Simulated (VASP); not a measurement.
# GaN (P6_3mc) in VASP: single point with PBE

Aim: the single point of GaN with PBE.

All numbers are computed with VASP 6.6.1; they aren't measurements. Logs are shortened: lines on timing, memory, paths and dates and some standing lists are left out, and cuts for length are marked.

## 1. The cell of the first run

The structure is hexagonal, space group P6_3mc (No. 186). Conventional cell: a = 3.219 Å, b = 3.219 Å, c = 5.244 Å, α = 90.00°, β = 90.00°, γ = 120.00°. Ga (site symmetry 3m) has 4 N at 1.97 to 1.98 Å within 2.6 Å. N (site symmetry 3m) has 4 Ga at 1.97 to 1.98 Å within 2.6 Å.

## 2. Single point, PBE

INCAR

```
PREC = Accurate
ENCUT = 520
EDIFF = 1E-7
ISMEAR = -1
SIGMA = 0.01
LREAL = Auto
LASPH = T
NELM = 100
ALGO = Normal
ISIF = 2
LWAVE = F
LCHARG = F
GGA = PE
NBANDS = 366
```

KPOINTS

```
Automatic mesh
0
Gamma
  1 1 1
  0.25 0.25 0.25
```

POSCAR

```
GaN
1.0
    9.6558640366      0.0000000000      0.0000000000
   -4.8279320183      8.3622235511      0.0000000000
    0.0000000000      0.0000000000     10.4870679403
Ga N
36 36
Direct
    0.2222222222      0.1111111111      0.2495684320
    0.1111111111      0.2222222222      0.4995684320
    0.2222222222      0.1111111111      0.7495684320
    0.1111111111      0.2222222222      0.9995684320
    0.2222222222      0.4444444444      0.2495684320
    0.1111111111      0.5555555556      0.4995684320
    0.2222222222      0.4444444444      0.7495684320
    0.1111111111      0.5555555556      0.9995684320
    0.2222222222      0.7777777778      0.2495684320
    0.1111111111      0.8888888889      0.4995684320
    0.2222222222      0.7777777778      0.7495684320
    0.1111111111      0.8888888889      0.9995684320
    0.5555555556      0.1111111111      0.2495684320
    0.4444444444      0.2222222222      0.4995684320
    0.5555555556      0.1111111111      0.7495684320
    0.4444444444      0.2222222222      0.9995684320
    0.5555555556      0.4444444444      0.2495684320
    0.4444444444      0.5555555556      0.4995684320
    0.5555555556      0.4444444444      0.7495684320
    0.4444444444      0.5555555556      0.9995684320
    0.5555555556      0.7777777778      0.2495684320
    0.4444444444      0.8888888889      0.4995684320
    0.5555555556      0.7777777778      0.7495684320
    0.4444444444      0.8888888889      0.9995684320
    0.8888888889      0.1111111111      0.2495684320
    0.7777777778      0.2222222222      0.4995684320
    0.8888888889      0.1111111111      0.7495684320
    0.7777777778      0.2222222222      0.9995684320
    0.8888888889      0.4444444444      0.2495684320
    0.7777777778      0.5555555556      0.4995684320
    0.8888888889      0.4444444444      0.7495684320
    0.7777777778      0.5555555556      0.9995684320
    0.8888888889      0.7777777778      0.2495684320
    0.7777777778      0.8888888889      0.4995684320
    0.8888888889      0.7777777778      0.7495684320
    0.7777777778      0.8888888889      0.9995684320
    0.2222222222      0.1111111111      0.4379315680
    0.1111111111      0.2222222222      0.1879315680
    0.2222222222      0.1111111111      0.9379315680
    0.1111111111      0.2222222222      0.6879315680
    0.2222222222      0.4444444444      0.4379315680
    0.1111111111      0.5555555556      0.1879315680
    0.2222222222      0.4444444444      0.9379315680
    0.1111111111      0.5555555556      0.6879315680
    0.2222222222      0.7777777778      0.4379315680
    0.1111111111      0.8888888889      0.1879315680
    0.2222222222      0.7777777778      0.9379315680
    0.1111111111      0.8888888889      0.6879315680
    0.5555555556      0.1111111111      0.4379315680
    0.4444444444      0.2222222222      0.1879315680
    0.5555555556      0.1111111111      0.9379315680
    0.4444444444      0.2222222222      0.6879315680
    0.5555555556      0.4444444444      0.4379315680
    0.4444444444      0.5555555556      0.1879315680
    0.5555555556      0.4444444444      0.9379315680
    0.4444444444      0.5555555556      0.6879315680
    0.5555555556      0.7777777778      0.4379315680
    0.4444444444      0.8888888889      0.1879315680
    0.5555555556      0.7777777778      0.9379315680
    0.4444444444      0.8888888889      0.6879315680
    0.8888888889      0.1111111111      0.4379315680
    0.7777777778      0.2222222222      0.1879315680
    0.8888888889      0.1111111111      0.9379315680
    0.7777777778      0.2222222222      0.6879315680
    0.8888888889      0.4444444444      0.4379315680
    0.7777777778      0.5555555556      0.1879315680
    0.8888888889      0.4444444444      0.9379315680
    0.7777777778      0.5555555556      0.6879315680
    0.8888888889      0.7777777778      0.4379315680
    0.7777777778      0.8888888889      0.1879315680
    0.8888888889      0.7777777778      0.9379315680
    0.7777777778      0.8888888889      0.6879315680
```

Potentials or basis: VASP PAW PBE potentials, release 64 (Ga_d, N).

The run is started by

```
cat potpaw_PBE.64/Ga_d/POTCAR potpaw_PBE.64/N/POTCAR > POTCAR
mpirun -np 1 vasp_std > vasp.out
```

OUTCAR:

```text
PREC = Accurate
   ENCUT = 520
   EDIFF = 1E-7
   ISMEAR = -1
   LREAL = Auto
   LASPH = T
   NELM = 100
   ISIF = 2
   GGA = PE

 ion  position               nearest neighbor table
   1  0.222  0.111  0.250-  46 1.97  50 1.97  38 1.97  37 1.98
   2  0.111  0.222  0.500-  41 1.97  37 1.97  61 1.97  40 1.98
   3  0.222  0.111  0.750-  48 1.97  52 1.97  40 1.97  39 1.98
   4  0.111  0.222  1.000-  43 1.97  39 1.97  63 1.97  38 1.98
   5  0.222  0.444  0.250-  38 1.97  54 1.97  42 1.97  41 1.98
   6  0.111  0.556  0.500-  45 1.97  65 1.97  41 1.97  44 1.98
[... 64 lines left out ...]
  71  0.889  0.778  0.938-  32 1.97  12 1.97  36 1.97  35 1.98
  72  0.778  0.889  0.688-  27 1.97  23 1.97  35 1.97  34 1.98

  LATTYP: Found a hexagonal cell.
 ALAT       =     9.6558640366
 C/A-ratio  =     1.0860828094

  Lattice vectors:

 A1 = (   9.6558640366,   0.0000000000,   0.0000000000)
 A2 = (  -4.8279320183,   8.3622235511,   0.0000000000)
 A3 = (   0.0000000000,   0.0000000000,  10.4870679403)

Analysis of symmetry for initial positions (statically):
=====================================================================
 Subroutine PRICEL returns following result:

  LATTYP: Found a hexagonal cell.
 ALAT       =     3.2186213452
 C/A-ratio  =     1.6291242143

  Lattice vectors:

 A1 = (   3.2186213452,   0.0000000000,   0.0000000000)
 A2 = (  -1.6093106726,   2.7874078501,   0.0000000000)
 A3 = (   0.0000000000,   0.0000000000,   5.2435339701)

  18 primitive cells build up your supercell.

 Routine SETGRP: Setting up the symmetry group for a
 hexagonal supercell.

 Subroutine GETGRP returns: Found 12 space group operations
 (whereof  6 operations were pure point group operations)
 out of a pool of 24 trial point group operations.

The static configuration has the point symmetry C_3v.
 The point group associated with its full space group is C_6v.

Analysis of symmetry for dynamics (positions and initial velocities):
=====================================================================
 Subroutine PRICEL returns following result:

  LATTYP: Found a hexagonal cell.
 ALAT       =     3.2186213452
 C/A-ratio  =     1.6291242143

  Lattice vectors:

 A1 = (   3.2186213452,   0.0000000000,   0.0000000000)
 A2 = (  -1.6093106726,   2.7874078501,   0.0000000000)
 A3 = (   0.0000000000,   0.0000000000,   5.2435339701)

  18 primitive cells build up your supercell.

 Routine SETGRP: Setting up the symmetry group for a
 hexagonal supercell.

 Subroutine GETGRP returns: Found 12 space group operations
 (whereof  6 operations were pure point group operations)
 out of a pool of 24 trial point group operations.

The dynamic configuration has the point symmetry C_3v.
 The point group associated with its full space group is C_6v.

 Subroutine INISYM returns: Found 12 space group operations
 (whereof  6 operations are pure point group operations),
 and found    18 'primitive' translations

----------------------------------------------------------------------------------------

                                     Primitive cell

  volume of cell :      47.0429

  direct lattice vectors                    reciprocal lattice vectors
     3.218621345  0.000000000  0.000000000     0.310692030  0.179378127  0.000000000
    -1.609310673  2.787407850  0.000000000     0.000000000  0.358756254  0.000000000
     0.000000000  0.000000000  5.243533970     0.000000000  0.000000000  0.190711075

  length of vectors
     3.218621345  3.218621345  5.243533970     0.358756254  0.358756254  0.190711075

  position of ions in fractional coordinates (direct lattice)
     0.666666667  0.333333333  0.499136864
     0.333333333  0.666666667  0.999136864
     0.666666667  0.333333333  0.875863136
     0.333333333  0.666666667  0.375863136

  ion indices of the primitive-cell ions
   primitive index   ion index
                 1           1
                 2           2
                 3          37
                 4          38

----------------------------------------------------------------------------------------

 KPOINTS: Automatic mesh

Automatic generation of k-mesh.
 Grid dimensions read from file:
 generate k-points for:    1    1    1

 Generating k-lattice:

  Cartesian coordinates                     Fractional coordinates (reciprocal lattice)
     0.103564010  0.059792709  0.000000000     1.000000000 -0.000000000  0.000000000
     0.000000000  0.119585418  0.000000000     0.000000000  1.000000000  0.000000000
     0.000000000  0.000000000  0.095355537     0.000000000  0.000000000  1.000000000

  Length of vectors
     0.119585418  0.119585418  0.095355537

  Shift w.r.t. Gamma in fractional coordinates (k-lattice)
     0.250000000  0.250000000  0.250000000

 Subroutine IBZKPT returns following result:
 ===========================================

 Found      1 irreducible k-points:

 Following reciprocal coordinates:
            Coordinates               Weight
  0.250000  0.250000  0.250000     12.000000
   k-points           NKPTS =      1   k-points in BZ     NKDIM =      1   number of bands    NBANDS=    366
   number of dos      NEDOS =    301   number of ions     NIONS =     72
   total plane-waves  NPLWV = 414720
   dimension x,y,z NGX =    72 NGY =   72 NGZ =   80
   dimension x,y,z NGXF=   144 NGYF=  144 NGZF=  160
   ions per type =              36  36
   NGX,Y,Z   is equivalent  to a cutoff of  12.40, 12.40, 12.68 a.u.
   NGXF,Y,Z  is equivalent  to a cutoff of  24.79, 24.79, 25.36 a.u.
 SYSTEM =  unknown system
   PREC   = accura    normal or accurate (medium, high low for compatibility)
   ISTART =      0    job   : 0-new  1-cont  2-samecut
   ICHARG =      2    charge: 1-file 2-atom 10-const
   ISPIN  =      1    spin polarized calculation?
   LNONCOLLINEAR =      F non collinear calculations
   LSORBIT =      F    spin-orbit coupling
   LASPH  =      T    aspherical Exc in radial PAW
   ENCUT  =  520.0 eV  38.22 Ry    6.18 a.u.  17.95 17.95 19.50*2*pi/ulx,y,z
   NELM   =    100;   NELMIN=  2; NELMDL= -5     # of ELM steps
   EDIFF  = 0.1E-06   stopping-criterion for ELM
   LREAL  =      T    real-space projection
   EDIFFG = 0.1E-05   stopping-criterion for IOM
   NSW    =      0    number of steps for IOM
   IBRION =     -1    ionic relax: 0-MD 1-quasi-New 2-CG
   NFREE  =      0    steps in history (QN), initial steepest desc. (CG)
   ISIF   =      2    stress and relaxation
   ISYM   =      2    0-nonsym 1-usesym 2-fastsym
   POTIM  = 0.5000    time-step for ionic-motion
   TEBEG  =    0.0;   TEEND  =   0.0 temperature during run
   PSTRESS=    0.0 pullay stress
   NELECT =     648.0000    total number of electrons
   NUPDOWN=      -1.0000    fix difference up-down
   EMIN   =  10.00;   EMAX   =-10.00  energy-range for DOS
   EFERMI =   0.00;   METHOD = LEGACY
   ISMEAR =    -1;   SIGMA  =   0.01  broadening in eV -4-tet -1-fermi 0-gaus
   EFERMI_NEDOS =   21; number of points for ismear=-14 and -15
   IALGO  =     38    algorithm
   IMIX   =      4    mixing-type and parameters
     AMIX     =   0.40;   BMIX     =  1.00
     AMIX_MAG =   1.60;   BMIX_MAG =  1.00
  volume/ion in A,a.u.               =      11.76        79.37
  Fermi-wavevector in a.u.,A,eV,Ry     =   1.497422  2.829717 30.507966  2.242272
  Thomas-Fermi vector in A             =   2.609312
   LORBIT       =      0    0 simple, 1 ext, 2 COOP (PROOUT), +10 PAW based schemes
   GGA     = PE    functional components
   LHFCALC =     F    Hartree Fock is set to
   AEXX    =    0.0000 exact exchange contribution
   IVDW    =     0    specifies the selected vdW correction
   LEPSILON=     F    determine dielectric tensor
   LRPA    =     F    only Hartree local field effects (RPA)
 non-spin polarized calculation
  energy-cutoff  :      520.00
  volume of cell :      846.77
 maximum number of plane-waves:     22813
 NGX is ok and might be reduce to    72
   NGX = 35   NGY = 35   NGZ = 39

 number of electron     647.9999216 magnetization

 Free energy of the ion-electron system (eV)
  ---------------------------------------------------
  ext. energy  EPLUGINS =         0.00000000
  ---------------------------------------------------
  free energy    TOTEN  =      -439.59400487 eV

  energy without entropy =     -439.59400487  energy(sigma->0) =     -439.59400487

 E-fermi :   4.9545     XC(G=0): -11.5198

 val. band max:        4.6989718712   @ k =   0.2500   0.2500   0.2500
 cond. band min:       8.2038363112   @ k =   0.2500   0.2500   0.2500
 fundamental gap:      3.5048644401
 Fermi energy:         4.9545211055

 k-point     1 :       0.2500    0.2500    0.2500
  band No.  band energies     occupation
      1     -10.5237      2.00000
      2     -10.3298      2.00000
      3     -10.3298      2.00000
      4     -10.2671      2.00000
      5     -10.1217      2.00000
      6     -10.1217      2.00000
[... 328 lines left out ...]
    335      10.0024      0.00000
    336      10.1419      0.00000
 [bands above 336 left out]

------------------------ aborting loop because EDIFF is reached ----------------------------------------

  FORCE on cell =-STRESS in cart. coord.  units (eV):
  Direction    XX          YY          ZZ          XY          YZ          ZX
  --------------------------------------------------------------------------------------
  -------------------------------------------------------------------------------------
  Total       -1.8959020     -1.8959020      2.0857807      0.0000000      0.0000000      0.0000000
  in kB       -3.5872319     -3.5872319      3.9465011      0.0000000      0.0000000      0.0000000
  external PRESSURE =      -1.0759876 kB  Pullay stress =       0.0000000 kB

 VOLUME and BASIS-vectors are now :
 -----------------------------------------------------------------------------
  energy-cutoff  :      520.00
  volume of cell :      846.77
      direct lattice vectors                 reciprocal lattice vectors
     9.655864037  0.000000000  0.000000000     0.103564010  0.059792709  0.000000000
    -4.827932018  8.362223551  0.000000000     0.000000000  0.119585418  0.000000000
     0.000000000  0.000000000 10.487067940     0.000000000  0.000000000  0.095355537

 POSITION                                       TOTAL-FORCE (eV/Angst)
 -----------------------------------------------------------------------------------
      1.60931      0.92914      2.61724        -0.000000      0.000000     -0.004903
      0.00000      1.85827      5.23901        -0.000000      0.000000     -0.004903
      1.60931      0.92914      7.86078         0.000000     -0.000000     -0.004903
      0.00000      1.85827     10.48254         0.000000     -0.000000     -0.004903
      0.00000      3.71654      2.61724        -0.000000      0.000000     -0.004903
     -1.60931      4.64568      5.23901        -0.000000      0.000000     -0.004903
[... 64 lines left out ...]
      4.82793      6.50395      9.83615        -0.000000     -0.000000      0.004903
      3.21862      7.43309      7.21439        -0.000000      0.000000      0.004903
 -----------------------------------------------------------------------------------
    total drift:                               -0.000010     -0.000017      0.032548

  FREE ENERGIE OF THE ION-ELECTRON SYSTEM (eV)
  ---------------------------------------------------
  free  energy   TOTEN  =      -439.5940048744 eV

  energy  without entropy=     -439.5940048744  energy(sigma->0) =     -439.59400487
```

Wall time 18 min (1 thread of Intel Xeon Platinum 8259CL at 2.50GHz (Skylake/Cascade Lake), shared host); peak memory 0.92 GiB.

What came out:

```
Free energy            : -439.5940 eV
Pressure               : -0.1 GPa
Largest force          : 0.005 eV/Å
Band gap on the k mesh : 3.50 eV
```

Forces in eV/Å, atoms in the order of the input:
```
Ga   0.000  0.000 -0.005
Ga   0.000  0.000 -0.005
Ga   0.000  0.000 -0.005
Ga   0.000  0.000 -0.005
Ga   0.000  0.000 -0.005
Ga   0.000  0.000 -0.005
Ga   0.000  0.000 -0.005
Ga   0.000  0.000 -0.005
Ga   0.000  0.000 -0.005
Ga   0.000  0.000 -0.005
Ga   0.000  0.000 -0.005
Ga   0.000  0.000 -0.005
Ga   0.000  0.000 -0.005
Ga   0.000  0.000 -0.005
Ga   0.000  0.000 -0.005
Ga   0.000  0.000 -0.005
Ga   0.000  0.000 -0.005
Ga   0.000  0.000 -0.005
Ga   0.000  0.000 -0.005
Ga   0.000  0.000 -0.005
Ga   0.000  0.000 -0.005
Ga   0.000  0.000 -0.005
Ga   0.000  0.000 -0.005
Ga   0.000  0.000 -0.005
Ga   0.000  0.000 -0.005
Ga   0.000  0.000 -0.005
Ga   0.000  0.000 -0.005
Ga   0.000  0.000 -0.005
Ga   0.000  0.000 -0.005
Ga   0.000  0.000 -0.005
Ga   0.000  0.000 -0.005
Ga   0.000  0.000 -0.005
Ga   0.000  0.000 -0.005
Ga   0.000  0.000 -0.005
Ga   0.000  0.000 -0.005
Ga   0.000  0.000 -0.005
N    0.000  0.000  0.005
N    0.000  0.000  0.005
N    0.000  0.000  0.005
N    0.000  0.000  0.005
N    0.000  0.000  0.005
N    0.000  0.000  0.005
N    0.000  0.000  0.005
N    0.000  0.000  0.005
N    0.000  0.000  0.005
N    0.000  0.000  0.005
N    0.000  0.000  0.005
N    0.000  0.000  0.005
N    0.000  0.000  0.005
N    0.000  0.000  0.005
N    0.000  0.000  0.005
N    0.000  0.000  0.005
N    0.000  0.000  0.005
N    0.000  0.000  0.005
N    0.000  0.000  0.005
N    0.000  0.000  0.005
N    0.000  0.000  0.005
N    0.000  0.000  0.005
N    0.000  0.000  0.005
N    0.000  0.000  0.005
N    0.000  0.000  0.005
N    0.000  0.000  0.005
N    0.000  0.000  0.005
N    0.000  0.000  0.005
N    0.000  0.000  0.005
N    0.000  0.000  0.005
N    0.000  0.000  0.005
N    0.000  0.000  0.005
N    0.000  0.000  0.005
N    0.000  0.000  0.005
N    0.000  0.000  0.005
N    0.000  0.000  0.005
```

Stress tensor (GPa, compression positive):
```
-0.36  0.00  0.00
 0.00 -0.36  0.00
 0.00  0.00  0.39
```

Levels at points of the mesh, in eV from the valence-band top:
| k point | band 321 | band 322 | band 323 | band 324 | band 325 | band 326 | band 327 | band 328 |
| --- | --- | --- | --- | --- | --- | --- | --- | --- |
| (0.25, 0.25, 0.25) | -0.25 | -0.25 | -0.04 | 0.00 | 3.50 | 4.26 | 4.26 | 4.61 |

Caveat: the k points lie up to 0.75 Å⁻¹ apart; a shifted mesh leaves out Γ, where band edges can lie. A k mesh can miss the band edges.
